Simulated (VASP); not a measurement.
A run of VASP 6.6.1 is set up as follows.

INCAR

```
SYSTEM = Sb
ALGO = Normal
EDIFF = 1E-8
ENCUT = 520
GGA = PS
ISIF = 2
ISMEAR = -1
LASPH = .TRUE.
LCHARG = .FALSE.
LEFG = .TRUE.
LREAL = .FALSE.
LWAVE = .FALSE.
NBANDS = 8
NELM = 80
PREC = Accurate
SIGMA = 0.05
```

File KPOINTS:

```
k-points
0
G
  12 12 12
  0 0 0
```

POSCAR

```
Sb
1.0
    0.0691500000      2.3395750000      2.3395750000
    2.3395750000      0.0691500000      2.3395750000
    2.3395750000      2.3395750000      0.0691500000
Sb
1
Direct
    0.0000000000      0.0000000000      0.0000000000
```

Potentials or basis: VASP PAW PBE potentials, release 64 (Sb).

Command:

```console
$ cat potpaw_PBE.64/Sb/POTCAR > POTCAR
$ mpirun -np 1 vasp_std > vasp.out
```

Task: Predict the pressure.

Result: 5.7 GPa.

Stress tensor (GPa, compression positive):
```
 5.72 -0.33 -0.33
-0.33  5.72 -0.33
-0.33 -0.33  5.72
```

Caveat: the cell differs from its parent crystal (equal xy, yz and zx shear strains of +3 %); without QUAD_EFG the Cq values of the log hold for a quadrupole moment of 1 mb, not for the nuclei; the PAW data sets were made with another functional, which shifts forces and pressure a little.
